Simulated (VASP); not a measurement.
A run of VASP 6.6.1 is set up as follows.

File INCAR:

```
SYSTEM = Pd
ALGO = Normal
EDIFF = 1E-6
ENCUT = 520
GGA = PE
ISIF = 2
ISMEAR = -1
LASPH = .TRUE.
LCHARG = .FALSE.
LREAL = .FALSE.
LWAVE = .FALSE.
NBANDS = 17
NELM = 60
PREC = Accurate
SIGMA = 0.08
```

Contents of KPOINTS:

```
k-points
0
G
  12 12 12
  0 0 0
```

File POSCAR:

```
Pd
1.0
    0.0000000000      2.6973208511      2.6973208511
    2.6973208511      0.0000000000      2.6973208511
    2.6973208511      2.6973208511      0.0000000000
Pd
2
Direct
   -0.1250000000     -0.1250000000     -0.1250000000
    0.1250000000      0.1250000000      0.1250000000
```

Potentials or basis: VASP PAW PBE potentials, release 64 (Pd).

Launch:

```bash
$ cat potpaw_PBE.64/Pd/POTCAR > POTCAR
$ mpirun -np 1 vasp_std > vasp.out
```

Question: Predict the band gap on the k mesh.

Answer: Zero (band 10 reaches 6.62 eV, above the bottom of band 11 at 6.06 eV).

Question: Predict the pressure.

Answer: 25.6 GPa.
